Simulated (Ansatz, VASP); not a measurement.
**CdSi2 in VASP and in Ansatz**

File INCAR:

```
SYSTEM = CdSi2
PREC = Accurate
ENCUT = 520
EDIFF = 1E-6
ISMEAR = 0
SIGMA = 0.1
LREAL = .FALSE.
LASPH = .TRUE.
NELM = 100
ALGO = Fast
ISIF = 2
LWAVE = .FALSE.
LCHARG = .TRUE.
GGA = PE
LELF = .TRUE.
LVHAR = .TRUE.
NBANDS = 29
```

The input KPOINTS:

```
Automatic mesh
0
G
  6 6 2
  0 0 0
```

File POSCAR:

```
CdSi2
1.0
    3.4262854600      0.0000000000      0.0000000000
   -1.7131427300      2.9672502500      0.0000000000
    0.0000000000      0.0000000000      8.8128631600
Cd Si
2 4
Direct
    0.3333333300      0.6666666700      0.2500000000
    0.6666666700      0.3333333300      0.7500000000
    0.3333333300      0.6666666700      0.9520462800
    0.6666666700      0.3333333300      0.0479537200
    0.6666666700      0.3333333300      0.4520462800
    0.3333333300      0.6666666700      0.5479537200
```

Input for Ansatz:

```yaml
crystal:
  lattice:
    - [3.42628546, 0.0, 0.0]
    - [-1.71314273, 2.96725025, 0.0]
    - [0.0, 0.0, 8.81286316]
  atoms:
    - { symbol: Cd, position: [0.33333333, 0.66666667, 0.25] }
    - { symbol: Cd, position: [0.66666667, 0.33333333, 0.75] }
    - { symbol: Si, position: [0.33333333, 0.66666667, 0.95204628] }
    - { symbol: Si, position: [0.66666667, 0.33333333, 0.04795372] }
    - { symbol: Si, position: [0.66666667, 0.33333333, 0.45204628] }
    - { symbol: Si, position: [0.33333333, 0.66666667, 0.54795372] }
basis:
  ecutwfc: 420
kpoints:
  mp_grid: { grid: [6, 6, 2] }
hamiltonian:
  xc: pbe
scf:
  occupations: { method: gaussian, width: 0.1 }
  lower_state_search: "off"
output:
  forces: true
  stress: true
  eigenvalues: true
```

Change from the starting cell: species swapped into the TcB2 type (P6_3/mmc, No. 194).

Alike in both runs: task single point; functional PBE; k mesh 6 × 6 × 2; occupations gaussian, width 0.1 eV; no spin polarisation.

```csv
,VASP,Ansatz
version,VASP 6.6.1,Ansatz 0.2.0
potentials or method,"VASP PAW PBE potentials, release 64 (Cd, Si), cutoff 520 eV","scalar-relativistic, plane waves, PAW"
valence electrons in the cell,40,56
```

```csv
,VASP,Ansatz,Ansatz less VASP
gap on the k mesh at the Fermi level (eV),none,none,-
rms of the force components (eV/Å),1.019,1.040,+0.0210
```

Atom by atom the forces differ by 0.021 eV/Å (rms over components). A gap of «none» marks a metal or a gap that the smearing closes. VASP's potentials hold 40 valence electrons a cell and Ansatz's 56, so a difference there can come from the potentials and not from the codes.
